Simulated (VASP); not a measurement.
# Ge in VASP: further runs

Ge is run at these levels: PBEsol; tasks: single point, relaxation of cell and atoms.

Everything below comes from runs of VASP 6.6.1. Logs are shortened: lines on timing, memory, paths and dates and some standing lists are left out, and cuts for length are marked.

## (1) The cell of the first run

The typed cell holds 4 atoms: a = 3.837 Å, b = 3.837 Å, c = 6.150 Å, α = 90.00°, β = 90.00°, γ = 120.00°.

## (2) Single point, PBEsol

Input file INCAR:

```
  PREC = Accurate
  ENCUT = 520
  EDIFF = 1E-6
  ISMEAR = 0
  SIGMA = 0.1
  LREAL = F
  LASPH = T
  NELM = 60
  ALGO = Normal
  ISIF = 2
  LWAVE = F
  LCHARG = F
  GGA = PS
  NBANDS = 36
```

Input file KPOINTS:

```
Automatic mesh
0
Gamma
  12 12 4
```

Input file POSCAR:

```
Ge
1.0
    3.8369656812      0.0000000000      0.0000000000
   -1.9184828406      3.3229097533      0.0000000000
    0.0000000000      0.0000000000      6.1504743641
Ge
4
Direct
    0.0000000000      0.0000000000      1.0711871579
    0.0000000000      0.0000000000      0.5711871579
    0.3333333333      0.6666666667      0.8211128421
    0.6666666667      0.3333333333      0.3211128421
```

Potentials or basis: VASP PAW PBE potentials, release 64 (Ge_d).

On the command line:

```console
$ cat potpaw_PBE.64/Ge_d/POTCAR > POTCAR
$ mpirun -np 1 vasp_std > vasp.out
```

OUTCAR:

```text
PREC = Accurate
   ENCUT = 520
   EDIFF = 1E-6
   ISMEAR = 0
   LREAL = F
   LASPH = T
   NELM = 60
   ISIF = 2
   GGA = PS

 ion  position               nearest neighbor table
   1  0.000  0.000  0.071-   4 2.70   4 2.70   4 2.70   3 2.70   3 2.70   3 2.70
   2  0.000  0.000  0.571-   3 2.70   3 2.70   3 2.70   4 2.70   4 2.70   4 2.70
   3  0.333  0.667  0.821-   2 2.70   2 2.70   2 2.70   1 2.70   1 2.70   1 2.70
   4  0.667  0.333  0.321-   1 2.70   1 2.70   1 2.70   2 2.70   2 2.70   2 2.70

  LATTYP: Found a hexagonal cell.
 ALAT       =     3.8369656812
 C/A-ratio  =     1.6029526650

  Lattice vectors:

 A1 = (   3.8369656812,   0.0000000000,   0.0000000000)
 A2 = (  -1.9184828406,   3.3229097533,   0.0000000000)
 A3 = (   0.0000000000,   0.0000000000,   6.1504743641)

Analysis of symmetry for initial positions (statically):
=====================================================================
 Subroutine PRICEL returns:
 Original cell was already a primitive cell.

 Routine SETGRP: Setting up the symmetry group for a
 hexagonal supercell.

 Subroutine GETGRP returns: Found 12 space group operations
 (whereof  6 operations were pure point group operations)
 out of a pool of 24 trial point group operations.

The static configuration has the point symmetry C_3v.
 The point group associated with its full space group is C_6v.

Analysis of symmetry for dynamics (positions and initial velocities):
=====================================================================
 Subroutine PRICEL returns:
 Original cell was already a primitive cell.

 Routine SETGRP: Setting up the symmetry group for a
 hexagonal supercell.

 Subroutine GETGRP returns: Found 12 space group operations
 (whereof  6 operations were pure point group operations)
 out of a pool of 24 trial point group operations.

The dynamic configuration has the point symmetry C_3v.
 The point group associated with its full space group is C_6v.

 Subroutine INISYM returns: Found 12 space group operations
 (whereof  6 operations are pure point group operations),
 and found     1 'primitive' translations

----------------------------------------------------------------------------------------

                                     Primitive cell

  volume of cell :      78.4179

[... 90 lines left out ...]
   ENCUT  =  520.0 eV  38.22 Ry    6.18 a.u.   7.13  7.13 11.44*2*pi/ulx,y,z
   NELM   =     60;   NELMIN=  2; NELMDL= -5     # of ELM steps
   EDIFF  = 0.1E-05   stopping-criterion for ELM
   LREAL  =      F    real-space projection
   EDIFFG = 0.1E-04   stopping-criterion for IOM
   NSW    =      0    number of steps for IOM
   IBRION =     -1    ionic relax: 0-MD 1-quasi-New 2-CG
   NFREE  =      0    steps in history (QN), initial steepest desc. (CG)
   ISIF   =      2    stress and relaxation
   ISYM   =      2    0-nonsym 1-usesym 2-fastsym
   POTIM  = 0.5000    time-step for ionic-motion
   TEBEG  =    0.0;   TEEND  =   0.0 temperature during run
   PSTRESS=    0.0 pullay stress
   NELECT =      56.0000    total number of electrons
   NUPDOWN=      -1.0000    fix difference up-down
   EMIN   =  10.00;   EMAX   =-10.00  energy-range for DOS
   EFERMI =   0.00;   METHOD = LEGACY
   ISMEAR =     0;   SIGMA  =   0.10  broadening in eV -4-tet -1-fermi 0-gaus
   EFERMI_NEDOS =   21; number of points for ismear=-14 and -15
   IALGO  =     38    algorithm
   IMIX   =      4    mixing-type and parameters
     AMIX     =   0.40;   BMIX     =  1.00
     AMIX_MAG =   1.60;   BMIX_MAG =  1.00
  volume/ion in A,a.u.               =      19.60       132.30
  Fermi-wavevector in a.u.,A,eV,Ry     =   1.463297  2.765230 29.133313  2.141238
  Thomas-Fermi vector in A             =   2.579409
   LORBIT       =      0    0 simple, 1 ext, 2 COOP (PROOUT), +10 PAW based schemes
   GGA     = PS    functional components
   LHFCALC =     F    Hartree Fock is set to
   AEXX    =    0.0000 exact exchange contribution
   IVDW    =     0    specifies the selected vdW correction
   LEPSILON=     F    determine dielectric tensor
   LRPA    =     F    only Hartree local field effects (RPA)
 non-spin polarized calculation
 Gauss-broadening in eV      SIGMA  =   0.10
  energy-cutoff  :      520.00
  volume of cell :       78.42
 maximum number of plane-waves:      2127
 NGX is ok and might be reduce to    30
   NGX = 15   NGY = 15   NGZ = 23

 number of electron      55.9999969 magnetization

 Free energy of the ion-electron system (eV)
  ---------------------------------------------------
  ext. energy  EPLUGINS =         0.00000000
  ---------------------------------------------------
  free energy    TOTEN  =       -18.88295013 eV

  energy without entropy =      -18.87498163  energy(sigma->0) =      -18.87896588

 E-fermi :   6.1701     XC(G=0): -11.1060

 val. band max:        6.1304713936   @ k =   0.4167   0.0833   0.0000
 cond. band min:       6.1837308701   @ k =   0.5000   0.0000   0.2500
 fundamental gap:      0.0532594765
 Fermi energy:         6.1700675874

 k-point     1 :       0.0000    0.0000    0.0000
  band No.  band energies     occupation
      1     -18.5806      2.00000
      2     -18.5806      2.00000
      3     -18.5674      2.00000
      4     -18.5674      2.00000
      5     -18.5379      2.00000
      6     -18.4506      2.00000
[... 925 lines left out ...]
     35      13.1874      0.00000
     36      14.3022      0.00000

 [... further k-points ...]

------------------------ aborting loop because EDIFF is reached ----------------------------------------

  FORCE on cell =-STRESS in cart. coord.  units (eV):
  Direction    XX          YY          ZZ          XY          YZ          ZX
  --------------------------------------------------------------------------------------
  -------------------------------------------------------------------------------------
  Total        0.0699479      0.0699479      0.0708621      0.0000000      0.0000000      0.0000000
  in kB        1.4291245      1.4291245      1.4478025      0.0000000      0.0000000      0.0000000
  external PRESSURE =       1.4353505 kB  Pullay stress =       0.0000000 kB

 VOLUME and BASIS-vectors are now :
 -----------------------------------------------------------------------------
  energy-cutoff  :      520.00
  volume of cell :       78.42
      direct lattice vectors                 reciprocal lattice vectors
     3.836965681  0.000000000  0.000000000     0.260622607  0.150470532  0.000000000
    -1.918482841  3.322909753  0.000000000     0.000000000  0.300941065  0.000000000
     0.000000000  0.000000000  6.150474364     0.000000000  0.000000000  0.162589085

 POSITION                                       TOTAL-FORCE (eV/Angst)
 -----------------------------------------------------------------------------------
      0.00000      0.00000      0.43783         0.000000      0.000000     -0.000333
      0.00000      0.00000      3.51307         0.000000     -0.000000     -0.000333
     -0.00000      2.21527      5.05023        -0.000000      0.000000      0.000333
      1.91848      1.10764      1.97500        -0.000000     -0.000000      0.000333
 -----------------------------------------------------------------------------------
    total drift:                               -0.000001     -0.000002     -0.001488

  FREE ENERGIE OF THE ION-ELECTRON SYSTEM (eV)
  ---------------------------------------------------
  free  energy   TOTEN  =       -18.8829501281 eV

  energy  without entropy=      -18.8749816328  energy(sigma->0) =      -18.87896588
```

It took 2.8 min on 1 thread of Intel Xeon Platinum 8175M at 2.50GHz (Skylake/Cascade Lake), shared host; peak memory 0.25 GiB.

What came out:

```
Free energy            : -18.8830 eV
Pressure               : 0.1 GPa
Band gap on the k mesh : zero (band 28 reaches 7.44 eV, above the bottom of band 29 at 3.17 eV)
```

Levels at points of the mesh, in eV from the Fermi level:
```
           k point  band 26  band 27  band 28  band 29  band 30  band 31
(0.00, 0.00, 0.00)    -0.69     0.87     0.99     0.99     1.86     2.63
(0.50, 0.00, 0.00)    -4.27    -2.93     0.64     1.05     1.18     1.53
(0.00, 0.00, 0.50)     0.04     0.04     0.04     0.90     0.90     3.28
(0.50, 0.00, 0.50)    -1.90    -1.84    -1.84    -1.20    -1.20     2.87
```

Caveat: the PAW data sets were made with another functional, which shifts forces and pressure a little.

[end of part 1 of 2]
